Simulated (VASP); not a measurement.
# Cr (Pm-3m) in VASP: notebook, part 2 of 2

VASP 6.6.1. The steps go on from the part before.

## Step 3: Single point, BLYP (volume scaled by 1.12)

Input file INCAR:

```
PREC = Accurate
ENCUT = 520
EDIFF = 1E-6
ISMEAR = -1
SIGMA = 0.1
LREAL = False
LASPH = True
NELM = 60
ALGO = Normal
ISIF = 2
LWAVE = False
LCHARG = False
GGA = B5
ALDAX = 1.0
AGGAX = 1.0
AGGAC = 1.0
ALDAC = 0.0
NBANDS = 12
```

Input file KPOINTS:

```
Automatic mesh
0
Gamma
  15 15 15
```

Input file POSCAR:

```
Cr
1.0
    2.4587437493      0.0000000000      0.0000000000
    0.0000000000      2.4587437493      0.0000000000
    0.0000000000      0.0000000000      2.4587437493
Cr
1
Direct
    0.0000000000      0.0000000000      0.0000000000
```

Potentials or basis: VASP PAW PBE potentials, release 64 (Cr_pv).

On the command line:

```console
$ cat potpaw_PBE.64/Cr_pv/POTCAR > POTCAR
$ mpirun -np 1 vasp_std > vasp.out
```

OUTCAR:

```text
PREC = Accurate
   ENCUT = 520
   EDIFF = 1E-6
   ISMEAR = -1
   LREAL = False
   LASPH = True
   NELM = 60
   ISIF = 2
   GGA = B5

 ion  position               nearest neighbor table
   1  0.000  0.000  0.000-

  LATTYP: Found a simple cubic cell.
 ALAT       =     2.4587437493

  Lattice vectors:

 A1 = (   2.4587437493,   0.0000000000,   0.0000000000)
 A2 = (   0.0000000000,   2.4587437493,   0.0000000000)
[... 527 lines left out ...]
      1     -34.7280      2.00000
      2     -34.4359      2.00000
      3     -34.1913      2.00000
      4       4.9552      2.00000
      5       6.4291      2.00000
      6       7.4110      1.99958
      7       9.1786      0.00020
      8       9.2498      0.00010
      9       9.8753      0.00000
     10      15.3573      0.00000
     11      17.2893      0.00000
     12      23.5058      0.00000

 [... further k-points ...]
[... 5 lines left out ...]
  --------------------------------------------------------------------------------------
  -------------------------------------------------------------------------------------
  Total       -1.3804214     -1.3804214     -1.3804214      0.0000000      0.0000000      0.0000000
  in kB     -148.7929857   -148.7929857   -148.7929857      0.0000000      0.0000000      0.0000000
  external PRESSURE =    -148.7929857 kB  Pullay stress =       0.0000000 kB

 VOLUME and BASIS-vectors are now :
 -----------------------------------------------------------------------------
  energy-cutoff  :      520.00
  volume of cell :       14.86
      direct lattice vectors                 reciprocal lattice vectors
     2.458743749  0.000000000  0.000000000     0.406711761  0.000000000  0.000000000
     0.000000000  2.458743749  0.000000000     0.000000000  0.406711761  0.000000000
     0.000000000  0.000000000  2.458743749     0.000000000  0.000000000  0.406711761

 POSITION                                       TOTAL-FORCE (eV/Angst)
 -----------------------------------------------------------------------------------
      0.00000      0.00000      0.00000         0.000000      0.000000      0.000000
 -----------------------------------------------------------------------------------
    total drift:                               -0.000000      0.000000      0.000000

  FREE ENERGIE OF THE ION-ELECTRON SYSTEM (eV)
  ---------------------------------------------------
  free  energy   TOTEN  =        -7.4288110280 eV

  energy  without entropy=       -7.3747700281  energy(sigma->0) =       -7.40179053
```

OSZICAR:

```text
N       E                     dE             d eps       ncg     rms          rms(c)
DAV:   1     0.848288389430E+02    0.84829E+02   -0.71099E+03  2888   0.113E+03
DAV:   2    -0.704798906861E+01   -0.91877E+02   -0.88131E+02  2940   0.286E+02
DAV:   3    -0.844855063925E+01   -0.14006E+01   -0.13904E+01  3264   0.437E+01
DAV:   4    -0.845709361926E+01   -0.85430E-02   -0.85427E-02  3172   0.345E+00
DAV:   5    -0.845721686451E+01   -0.12325E-03   -0.12325E-03  3208   0.383E-01    0.876E+00
DAV:   6    -0.745527239756E+01    0.10019E+01   -0.44277E+00  3036   0.298E+01    0.206E+00
DAV:   7    -0.742757091697E+01    0.27701E-01   -0.16005E-01  2992   0.592E+00    0.108E+00
DAV:   8    -0.742897058327E+01   -0.13997E-02   -0.90430E-03  3072   0.104E+00    0.123E-01
DAV:   9    -0.742882730994E+01    0.14327E-03   -0.84860E-04  3012   0.393E-01    0.294E-02
DAV:  10    -0.742881063244E+01    0.16677E-04   -0.53349E-05  3168   0.893E-02    0.445E-03
DAV:  11    -0.742881102802E+01   -0.39557E-06   -0.69676E-07  2140   0.119E-02
   1 F= -.74288110E+01 E0= -.74017905E+01  d E =-.540410E-01
```

Wall time 7.1 s (1 thread of Intel Xeon 6975P-C (Granite Rapids), shared host); peak memory 0.13 GiB.

Results:

- Free energy: -7.4288 eV
- Pressure: -14.9 GPa
- Band gap on the k mesh: zero (band 6 reaches 9.12 eV, above the bottom of band 7 at 7.74 eV)

Caveat: the PAW data sets were made with another functional, which shifts forces and pressure a little; the run has no spin polarisation, though such a crystal can be magnetic. Spin polarisation is off, so any magnetic state and its effect on volume and gap are missing.
